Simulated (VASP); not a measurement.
# Si in VASP: relaxation of the atoms with PBE+D3(BJ)

Aim: the relaxation of the atoms of Si with PBE+D3(BJ).

Everything below comes from runs of VASP 6.6.1. Logs are shortened: lines on timing, memory, paths and dates and some standing lists are left out, and cuts for length are marked.

## Step 1: The cell of the first run

The cell holds a slab with vacuum, 4 atoms: a = 3.848 Å, b = 3.848 Å, c = 18.442 Å, α = 90.00°, β = 90.00°, γ = 120.00°.

## Step 2: Relaxation of the atoms, PBE+D3(BJ) (layers slid over each other)

Input file INCAR:

```
PREC = Accurate
ENCUT = 450
EDIFF = 1E-7
ISMEAR = 0
SIGMA = 0.1
LREAL = F
LASPH = T
NELM = 120
ALGO = Normal
ISIF = 2
LWAVE = F
LCHARG = F
LDIPOL = T
IDIPOL = 3
DIPOL = 0.5 0.5 0.342
GGA = PE
IVDW = 12
IBRION = 2
NSW = 40
EDIFFG = -0.003
GGA_COMPAT = F
NELMIN = 4
NELMDL = -8
```

Input file KPOINTS:

```
regular mesh
0
Gamma
  9 9 1
```

Input file POSCAR:

```
Si
1.0
    3.8475254764      0.0000000000      0.0000000000
   -1.9237627382      3.3320548043      0.0000000000
    0.0000000000      0.0000000000     18.4415958250
Si
4
Selective dynamics
Direct
    0.3333333333      0.6666666667      0.2843832316  F F T
    0.6666666667      0.3333333333      0.2440135899  F F F
    1.0000000000      1.0000000000      0.4397535293  F F T
    0.6666666667      1.3333333333      0.3993981287  F F T
```

Potentials or basis: VASP PAW PBE potentials, release 64 (Si).

Run with:

```
cat potpaw_PBE.64/Si/POTCAR > POTCAR
mpirun -np 1 vasp_std > vasp.out
```

OUTCAR:

```text
PREC = Accurate
   ENCUT = 450
   EDIFF = 1E-7
   ISMEAR = 0
   LREAL = F
   LASPH = T
   NELM = 120
   ISIF = 2
   GGA = PE
   IVDW = 12
   IBRION = 2
   NSW = 40
   EDIFFG = -0.003
   NELMIN = 4
   NELMDL = -8
 IVDW          = 12

 ion  position               nearest neighbor table
   1  0.333  0.667  0.284-   2 2.34   2 2.34   2 2.34   4 3.07   4 3.07   4 3.07
   2  0.667  0.333  0.244-   1 2.34   1 2.34   1 2.34   4 2.87
   3  0.000  0.000  0.440-   4 2.34   4 2.34   4 2.34
   4  0.667  0.333  0.399-   3 2.34   3 2.34   3 2.34   2 2.87   1 3.07   1 3.07   1 3.07

  LATTYP: Found a hexagonal cell.
 ALAT       =     3.8475254764
 C/A-ratio  =     4.7931055787

  Lattice vectors:

 A1 = (   3.8475254764,   0.0000000000,   0.0000000000)
 A2 = (  -1.9237627382,   3.3320548043,   0.0000000000)
 A3 = (   0.0000000000,   0.0000000000,  18.4415958250)

Analysis of symmetry for initial positions (statically):
=====================================================================
 Subroutine PRICEL returns:
 Original cell was already a primitive cell.

 Routine SETGRP: Setting up the symmetry group for a
 hexagonal supercell.

 Subroutine GETGRP returns: Found  6 space group operations
 (whereof  6 operations were pure point group operations)
 out of a pool of 24 trial point group operations.

The static configuration has the point symmetry C_3v.

Analysis of symmetry for dynamics (positions and initial velocities):
=====================================================================
 Subroutine PRICEL returns:
 Original cell was already a primitive cell.

 Routine SETGRP: Setting up the symmetry group for a
 hexagonal supercell.

 Subroutine GETGRP returns: Found  6 space group operations
 (whereof  6 operations were pure point group operations)
 out of a pool of 24 trial point group operations.

The dynamic configuration has the point symmetry C_3v.

Analysis of constrained symmetry for selective dynamics:
=====================================================================
 Subroutine PRICEL returns:
 Original cell was already a primitive cell.

 Routine SETGRP: Setting up the symmetry group for a
 hexagonal supercell.

 Subroutine GETGRP returns: Found  6 space group operations
 (whereof  6 operations were pure point group operations)
 out of a pool of 24 trial point group operations.

The constrained configuration has the point symmetry C_3v.

 Subroutine INISYM returns: Found  6 space group operations
 (whereof  6 operations are pure point group operations),
 and found     1 'primitive' translations

----------------------------------------------------------------------------------------

                                     Primitive cell

  volume of cell :     236.4243

  direct lattice vectors                    reciprocal lattice vectors
     3.847525476  0.000000000  0.000000000     0.259907311  0.150057556  0.000000000
    -1.923762738  3.332054804  0.000000000     0.000000000  0.300115112  0.000000000
     0.000000000  0.000000000 18.441595825     0.000000000  0.000000000  0.054225242

  length of vectors
     3.847525476  3.847525476 18.441595825     0.300115112  0.300115112  0.054225242

  position of ions in fractional coordinates (direct lattice)
     0.333333333  0.666666667  0.284383232
     0.666666667  0.333333333  0.244013590
     0.000000000  0.000000000  0.439753529
     0.666666667  0.333333333  0.399398129

  ion indices of the primitive-cell ions
   primitive index   ion index
                 1           1
                 2           2
                 3           3
                 4           4

----------------------------------------------------------------------------------------

 KPOINTS: regular mesh

Automatic generation of k-mesh.
 Grid dimensions read from file:
 generate k-points for:    9    9    1

 Generating k-lattice:

  Cartesian coordinates                     Fractional coordinates (reciprocal lattice)
     0.028878590  0.016673062  0.000000000     0.111111111  0.000000000  0.000000000
     0.000000000  0.033346124  0.000000000     0.000000000  0.111111111  0.000000000
     0.000000000  0.000000000  0.054225242     0.000000000  0.000000000  1.000000000

  Length of vectors
     0.033346124  0.033346124  0.054225242

  Shift w.r.t. Gamma in fractional coordinates (k-lattice)
     0.000000000  0.000000000  0.000000000

 Subroutine IBZKPT returns following result:
 ===========================================

 Found     12 irreducible k-points:

 Following reciprocal coordinates:
            Coordinates               Weight
  0.000000  0.000000  0.000000      1.000000
  0.111111  0.000000  0.000000      6.000000
  0.222222 -0.000000  0.000000      6.000000
  0.333333  0.000000  0.000000      6.000000
  0.444444 -0.000000  0.000000      6.000000
  0.111111  0.111111  0.000000      6.000000
  0.222222  0.111111  0.000000     12.000000
  0.333333  0.111111  0.000000     12.000000
  0.444444  0.111111  0.000000      6.000000
  0.222222  0.222222  0.000000      6.000000
  0.333333  0.222222  0.000000     12.000000
  0.333333  0.333333  0.000000      2.000000
   k-points           NKPTS =     12   k-points in BZ     NKDIM =     12   number of bands    NBANDS=     12
   number of dos      NEDOS =    301   number of ions     NIONS =      4
   total plane-waves  NPLWV = 100352
   dimension x,y,z NGX =    28 NGY =   28 NGZ =  128
   dimension x,y,z NGXF=    56 NGYF=   56 NGZF=  256
   ions per type =               4
   NGX,Y,Z   is equivalent  to a cutoff of  12.10, 12.10, 11.54 a.u.
   NGXF,Y,Z  is equivalent  to a cutoff of  24.20, 24.20, 23.08 a.u.
 SYSTEM =  unknown system
   PREC   = accura    normal or accurate (medium, high low for compatibility)
   ISTART =      0    job   : 0-new  1-cont  2-samecut
   ICHARG =      2    charge: 1-file 2-atom 10-const
   ISPIN  =      1    spin polarized calculation?
   LNONCOLLINEAR =      F non collinear calculations
   LSORBIT =      F    spin-orbit coupling
   LASPH  =      T    aspherical Exc in radial PAW
   ENCUT  =  450.0 eV  33.07 Ry    5.75 a.u.   6.65  6.65 31.90*2*pi/ulx,y,z
   NELM   =    120;   NELMIN=  4; NELMDL= -8     # of ELM steps
   EDIFF  = 0.1E-06   stopping-criterion for ELM
   LREAL  =      F    real-space projection
   EDIFFG = -.3E-02   stopping-criterion for IOM
   NSW    =     40    number of steps for IOM
   IBRION =      2    ionic relax: 0-MD 1-quasi-New 2-CG
   NFREE  =      1    steps in history (QN), initial steepest desc. (CG)
   ISIF   =      2    stress and relaxation
   ISYM   =      2    0-nonsym 1-usesym 2-fastsym
   POTIM  = 0.5000    time-step for ionic-motion
   TEBEG  =    0.0;   TEEND  =   0.0 temperature during run
   PSTRESS=    0.0 pullay stress
   NELECT =      16.0000    total number of electrons
   NUPDOWN=      -1.0000    fix difference up-down
   EMIN   =  10.00;   EMAX   =-10.00  energy-range for DOS
   EFERMI =   0.00;   METHOD = LEGACY
   ISMEAR =     0;   SIGMA  =   0.10  broadening in eV -4-tet -1-fermi 0-gaus
   EFERMI_NEDOS =   21; number of points for ismear=-14 and -15
   IALGO  =     38    algorithm
   IMIX   =      4    mixing-type and parameters
     AMIX     =   0.40;   BMIX     =  1.00
     AMIX_MAG =   1.60;   BMIX_MAG =  1.00
  volume/ion in A,a.u.               =      59.11       398.87
  Fermi-wavevector in a.u.,A,eV,Ry     =   0.667141  1.260713  6.055637  0.445077
  Thomas-Fermi vector in A             =   1.741657
   LORBIT       =      0    0 simple, 1 ext, 2 COOP (PROOUT), +10 PAW based schemes
   GGA     = PE    functional components
   LHFCALC =     F    Hartree Fock is set to
   AEXX    =    0.0000 exact exchange contribution
   IVDW    =    12    specifies the selected vdW correction
   LEPSILON=     F    determine dielectric tensor
   LRPA    =     F    only Hartree local field effects (RPA)
 conjugate gradient relaxation of ions
 non-spin polarized calculation
 Gauss-broadening in eV      SIGMA  =   0.10
  energy-cutoff  :      450.00
  volume of cell :      236.42
 maximum number of plane-waves:      5173
 NGX is ok and might be reduce to    28
   NGX = 13   NGY = 13   NGZ = 63

 dipolmoment           0.000000      0.000000     -0.005877 electrons x Angstroem

--------------------------------------- Ionic step        1  -------------------------------------------

 number of electron      15.9999999 magnetization

 Free energy of the ion-electron system (eV)
  ---------------------------------------------------
  ext. energy  EPLUGINS =         0.00000000
  ---------------------------------------------------
  free energy    TOTEN  =       -19.29829777 eV

  energy without entropy =      -19.29231560  energy(sigma->0) =      -19.29530669

------------------------ aborting loop because EDIFF is reached ----------------------------------------

 Edisp (eV)   -1.05187

 E8    (eV) :    -0.4587

  FORCE on cell =-STRESS in cart. coord.  units (eV):
  Direction    XX          YY          ZZ          XY          YZ          ZX
  --------------------------------------------------------------------------------------
  -------------------------------------------------------------------------------------
  Total      -0.99737    -0.99737     1.34368     0.00000     0.00000     0.00000
  in kB      -6.75888    -6.75888     9.10572     0.00000     0.00000     0.00000
  external pressure =       -1.47 kB  Pullay stress =        0.00 kB
[... 103 lines left out ...]
  FREE ENERGIE OF THE ION-ELECTRON SYSTEM (eV)
  ---------------------------------------------------
  free  energy   TOTEN  =       -20.4010378065 eV

  energy  without entropy=      -20.3968343338  energy(sigma->0) =      -20.39893607

[... ionic steps 4 to 12 ...]

--------------------------------------- Ionic step       13  -------------------------------------------

 number of electron      16.0000000 magnetization

------------------------ aborting loop because EDIFF is reached ----------------------------------------

 Edisp (eV)   -1.16647

 E8    (eV) :    -0.5070
[... 73 lines left out ...]
  energy  without entropy=      -20.4601452892  energy(sigma->0) =      -20.46178706

--------------------------------------- Ionic step       15  -------------------------------------------

 number of electron      16.0000000 magnetization

 dipolmoment           0.000000      0.000000      0.027489 electrons x Angstroem

 Free energy of the ion-electron system (eV)
  ---------------------------------------------------
  ext. energy  EPLUGINS =         0.00000000
  ---------------------------------------------------
  free energy    TOTEN  =       -19.29692419 eV

  energy without entropy =      -19.29365390  energy(sigma->0) =      -19.29528904

 E-fermi :  -1.2130     XC(G=0):  -4.0194

 val. band max:       -1.2991258734   @ k =   0.2222   0.2222   0.0000
 cond. band min:      -1.1829023115   @ k =   0.3333   0.3333   0.0000
 fundamental gap:      0.1162235619
 Fermi energy:        -1.2129798425

 k-point     1 :       0.0000    0.0000    0.0000
  band No.  band energies     occupation
      1     -12.6271      2.00000
      2     -11.5677      2.00000
      3      -5.6932      2.00000
      4      -2.7651      2.00000
      5      -2.3201      2.00000
      6      -2.3201      2.00000
      7      -1.7501      2.00000
      8      -1.7501      2.00000
      9       0.3529      0.00000
     10       1.1885      0.00000
     11       1.5081      0.00000
     12       1.7859      0.00000
[... 151 lines left out ...]
 k-point    12 :       0.3333    0.3333    0.0000
  band No.  band energies     occupation
      1      -9.3930      2.00000
      2      -9.0046      2.00000
      3      -8.5649      2.00000
      4      -8.2887      2.00000
      5      -5.5729      2.00000
      6      -5.2981      2.00000
      7      -2.5898      2.00000
      8      -1.4457      1.99900
      9      -1.1829      0.67057
     10       0.4393      0.00000
     11       2.8217      0.00000
     12       3.5685      0.00000

------------------------ aborting loop because EDIFF is reached ----------------------------------------

 vacuum level on the upper side and lower side of the slab       (xc-potential included)         0.099        -0.272

 Edisp (eV)   -1.16651

 E8    (eV) :    -0.5070

  FORCE on cell =-STRESS in cart. coord.  units (eV):
  Direction    XX          YY          ZZ          XY          YZ          ZX
  --------------------------------------------------------------------------------------
  -------------------------------------------------------------------------------------
  Total      -0.74121    -0.74121    -0.01800    -0.00000     0.00000     0.00000
  in kB      -5.02298    -5.02298    -0.12201    -0.00000     0.00000     0.00000
  external pressure =       -3.39 kB  Pullay stress =        0.00 kB
[... 19 lines left out ...]
  FREE ENERGIE OF THE ION-ELECTRON SYSTEM (eV)
  ---------------------------------------------------
  free  energy   TOTEN  =       -20.4634309733 eV

  energy  without entropy=      -20.4601606829  energy(sigma->0) =      -20.46179583

 reached required accuracy - stopping structural energy minimisation

 vacuum level on the upper side and lower side of the slab         3.749         3.364
```

Wall time 6.4 min (1 thread of Oxide Virtual Turin-like, shared host); peak memory 0.27 GiB.

Results:

| Item | Value |
| --- | --- |
| Free energy | -20.4634 eV |
| Energy gained by relaxing | 28.3 meV/atom |
| Ionic steps | 15 |
| Band gap on the k mesh | 0.12 eV (least direct gap 0.26 eV) |
| Dispersion energy per atom | -0.292 eV |

Step by step:
```
step  energy change (eV)  largest force on free atoms (eV/Å)  pressure (GPa)
   1              0.0000                              0.3693           -0.15
   2             -0.0130                              0.3712           -0.07
   3             -0.0509                              0.3406            0.10
   4             -0.1000                              0.2166            0.09
   5             -0.1034                              0.2191            0.03
   6             -0.1087                              0.0852           -0.11
   7             -0.1091                              0.0987           -0.16
   8             -0.1109                              0.0760           -0.20
   9             -0.1132                              0.0071           -0.34
  10             -0.1133                              0.0067           -0.33
  11             -0.1133                              0.0067           -0.33
  12             -0.1133                              0.0045           -0.34
  13             -0.1133                              0.0032           -0.34
  14             -0.1133                              0.0031           -0.34
  15             -0.1133                              0.0014           -0.34
```

Final structure:
```cif
data_structure
_symmetry_space_group_name_H-M 'P 1'
_symmetry_Int_Tables_number 1
_cell_length_a 3.8475
_cell_length_b 3.8475
_cell_length_c 18.4416
_cell_angle_alpha 90.000
_cell_angle_beta 90.000
_cell_angle_gamma 120.000
_cell_volume 236.42
loop_
_atom_site_label
_atom_site_type_symbol
_atom_site_fract_x
_atom_site_fract_y
_atom_site_fract_z
_atom_site_occupancy
Si1 Si 0.33333 0.66667 0.27667 1
Si2 Si 0.66667 0.33333 0.24401 1
Si3 Si 0.00000 0.00000 0.44957 1
Si4 Si 0.66667 0.33333 0.41343 1
```

Levels at points of the mesh, in eV from the valence-band top:
| k point | band 4 | band 5 | band 6 | band 7 | band 8 | band 9 | band 10 | band 11 | band 12 |
| --- | --- | --- | --- | --- | --- | --- | --- | --- | --- |
| (0.00, 0.00, 0.00) | -1.47 | -1.02 | -1.02 | -0.45 | -0.45 | 1.65 | 2.49 | 2.81 | 3.08 |

Caveat: the cell differs from its parent crystal (layers slid over each other); semilocal functionals underestimate gaps, and a narrow one can read as zero.
